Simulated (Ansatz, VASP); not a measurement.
## H in VASP and in Ansatz

```xyz
4
Lattice="2.7104 -2.5718 0.0000 2.7104 2.5718 0.0000 0.0000 0.0000 4.4180" Properties=species:S:1:pos:R:3 pbc="T T T"
H     2.7104   -2.3316    0.2884
H     2.7104    0.2402    1.9206
H     2.7104   -0.2402    2.4974
H     2.7104    2.3316    4.1296
```

Alike in both runs: functional PBE; k mesh 6 × 6 × 6; occupations gaussian, width 0.02 eV; no spin polarisation.

Ansatz relaxed the structure, and its values are those at the end. VASP's run is a single point on that final structure, the one shown.

|  | VASP | Ansatz |
| --- | --- | --- |
| version | VASP 6.6.1 | Ansatz 0.2.0 |
| potentials or method | VASP PAW PBE potentials, release 64 (H), cutoff 520 eV | scalar-relativistic, plane waves, PAW |
| valence electrons in the cell | 4 | 4 |

```csv
,VASP,Ansatz,Ansatz less VASP
gap on the k mesh at the Fermi level (eV),9.32,9.32,+0.001
least direct gap on the mesh (eV),9.82,9.82,+0.001
pressure (GPa),-0.1,0.0,+0.17
rms of the force components (eV/Å),0.003,0.003,+0.0001
```

With one functional, cell and mesh, what is left measures potentials, basis and numerics.
